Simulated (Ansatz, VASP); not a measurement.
HfB in VASP and in Ansatz

POSCAR

```
HfB
1.0
    0.0000000000      2.3100000000      2.3100000000
    2.3100000000      0.0000000000      2.3100000000
    2.3100000000      2.3100000000      0.0000000000
Hf B
1 1
Direct
    0.5000000000      0.5000000000      0.5000000000
    0.0000000000      0.0000000000      0.0000000000
```

The input INCAR.step1:

```
SYSTEM = HfB
ALGO = Normal
EDIFF = 1E-5
ENCUT = 520
GGA = PE
ISIF = 2
ISMEAR = -1
LASPH = .TRUE.
LCHARG = .FALSE.
LREAL = .FALSE.
LWAVE = .TRUE.
NBANDS = 14
NELM = 60
PREC = Accurate
SIGMA = 0.05
```

Contents of INCAR.step2:

```
SYSTEM = HfB
AEXX = 0.25
ALGO = Normal
EDIFF = 1E-6
ENCUT = 520
GGA = PS
HFSCREEN = 0.207
ISIF = 2
ISMEAR = -1
ISTART = 1
LASPH = .TRUE.
LCHARG = .FALSE.
LHFCALC = .TRUE.
LREAL = .FALSE.
LWAVE = .FALSE.
NBANDS = 14
NELM = 60
PREC = Accurate
PRECFOCK = Normal
SIGMA = 0.05
```

File KPOINTS:

```
k-points
0
G
  5 5 5
  0 0 0
```

File input:

```
crystal:
  lattice:
    - [0.0, 2.31, 2.31]
    - [2.31, 0.0, 2.31]
    - [2.31, 2.31, 0.0]
  atoms:
    - { symbol: Hf, position: [0.5, 0.5, 0.5] }
    - { symbol: B, position: [0.0, 0.0, 0.0] }
hamiltonian:
  xc:
    exchange: hjs_pbesol
    correlation: pbesol
    exx: { coeff: 0.25, omega: 0.207 }
  pseudopotentials: { kind: paw }
kpoints:
  mp_grid: { grid: [5, 5, 5] }
  band_path:
    path:
      - [[0.0, 0.0, 0.0], [0.5, 0.0, 0.5], [0.5, 0.25, 0.75], [0.375, 0.375, 0.75], [0.0, 0.0, 0.0], [0.5, 0.5, 0.5], [0.625, 0.25, 0.625], [0.5, 0.25, 0.75], [0.5, 0.5, 0.5], [0.375, 0.375, 0.75]]
      - [[0.625, 0.25, 0.625], [0.5, 0.0, 0.5]]
    npoints: 4
scf:
  occupations: { method: fermi_dirac, width: 0.05 }
  n_extra_bands: 6
output:
  forces: true
  stress: true
  eigenvalues: true
  fatbands: false
  write_density: true
  write_potential: true
  elf: true
  volumetric_format: npy
```

Alike in both runs: functional PBEsol-based screened hybrid with a share of 0.25 of exact exchange and HFSCREEN = 0.207; k mesh 5 × 5 × 5; occupations fermi-dirac, width 0.05 eV; no spin polarisation.

|  | VASP | Ansatz |
| --- | --- | --- |
| version | VASP 6.6.1 | Ansatz 0.2.0 |
| potentials or method | VASP PAW PBE potentials, release 64 (Hf_pv, B) | Ansatz PAW |
| plane-wave cutoff (eV) | 520 | 420 |
| valence electrons in the cell | 13 | 29 |
| task | single point | band structure |

|  | VASP | Ansatz | Ansatz less VASP |
| --- | --- | --- | --- |
| gap on the k mesh at the Fermi level (eV) | none | none | - |
| pressure (GPa) | 24.7 | 26.3 | +1.59 |

VASP's potentials were made for PBE, not for PBEsol-based screened hybrid. A gap of «none» marks a metal or a gap that the smearing closes. The functional is the same, so the differences come from potentials, cutoffs and numerics. VASP's potentials hold 13 valence electrons a cell and Ansatz's 29, so a difference there can come from the potentials and not from the codes.

The k mesh is coarse, so the values compare programs but aren't converged. Neither program's run includes spin-orbit coupling.
